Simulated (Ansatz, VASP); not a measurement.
Two plane-wave programs on Mo

Contents of INCAR:

```
SYSTEM = Mo
PREC = Accurate
ENCUT = 520
EDIFF = 1E-6
ISMEAR = 0
SIGMA = 0.15
LREAL = .False.
LASPH = .True.
NELM = 100
ALGO = Fast
ISIF = 2
LWAVE = .False.
LCHARG = .False.
NBANDS = 13
```

Contents of KPOINTS:

```
Automatic mesh
0
Gamma
  22 22 22
  0 0 0
```

File POSCAR:

```
Mo
1.0
   -1.5710000000      1.5710000000      1.6888250000
    1.5710000000     -1.5710000000      1.6888250000
    1.5710000000      1.5710000000     -1.6888250000
Mo
1
Direct
    0.0000000000      0.0000000000      0.0000000000
```

Input for Ansatz:

```yaml
crystal:
  lattice:
    - [-1.571, 1.571, 1.688825]
    - [1.571, -1.571, 1.688825]
    - [1.571, 1.571, -1.688825]
  atoms:
    - { symbol: Mo, position: [0.0, 0.0, 0.0] }
basis:
  ecutwfc: 420
kpoints:
  mp_grid: { grid: [22, 22, 22] }
hamiltonian:
  xc: lda
scf:
  occupations: { method: gaussian, width: 0.15 }
output:
  forces: true
  stress: true
  eigenvalues: true
```

Change from the starting cell: strain +0.0750 x Voigt [0, 0, 1, 0, 0, 0], atoms carried along.

Alike in both runs: task single point; functional LDA; k mesh 22 × 22 × 22; occupations gaussian, width 0.15 eV; no spin polarisation.

|  | VASP | Ansatz |
| --- | --- | --- |
| version | VASP 6.6.1 | Ansatz 0.2.0 |
| potentials or method | VASP PAW LDA potentials, release 64 (Mo_sv), cutoff 520 eV | scalar-relativistic, plane waves, PAW |
| valence electrons in the cell | 14 | 14 |

```csv
,VASP,Ansatz,Ansatz less VASP
gap on the k mesh at the Fermi level (eV),none,none,-
pressure (GPa),-22.6,-23.4,-0.79
"traceless stress, the component that is largest in VASP (GPa)",-11.44,-11.43,+0.011
```

LDA's correlation is that of Perdew and Zunger in VASP and of Perdew and Wang (1992) in Ansatz. A gap of «none» marks a metal or a gap that the smearing closes.
